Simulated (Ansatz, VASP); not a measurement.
# Two plane-wave programs on Ta

```xyz
1
Lattice="-1.6550 1.6550 1.6550 1.6550 -1.6550 1.6550 1.6550 1.6550 -1.6550" Properties=species:S:1:pos:R:3 pbc="T T T"
Ta    0.0000    0.0000    0.0000
```

Alike in both runs: task relaxation of cell and atoms; functional PBE; k mesh 18 × 18 × 18; occupations gaussian, width 0.1 eV; no spin polarisation.

|  | VASP | Ansatz |
| --- | --- | --- |
| version | VASP 6.6.1 | Ansatz 0.2.0 |
| potentials or method | VASP PAW PBE potentials, release 64 (Ta_pv), cutoff 600 eV | scalar-relativistic, plane waves, PAW |
| valence electrons in the cell | 11 | 13 |

```tsv
	VASP	Ansatz	Ansatz less VASP
gap on the k mesh at the Fermi level, each at its own relaxed structure (eV)	none	none	-
relaxed volume (Å³/atom)	18.29	18.28	-0.008
relaxed length of the cell vector where the two differ most in proportion (Å)	2.875	2.874	-0.0004
```

A gap of «none» marks a metal or a gap that the smearing closes. VASP's potentials hold 11 valence electrons a cell and Ansatz's 13, so a difference there can come from the potentials and not from the codes.

Neither program's run includes spin-orbit coupling.
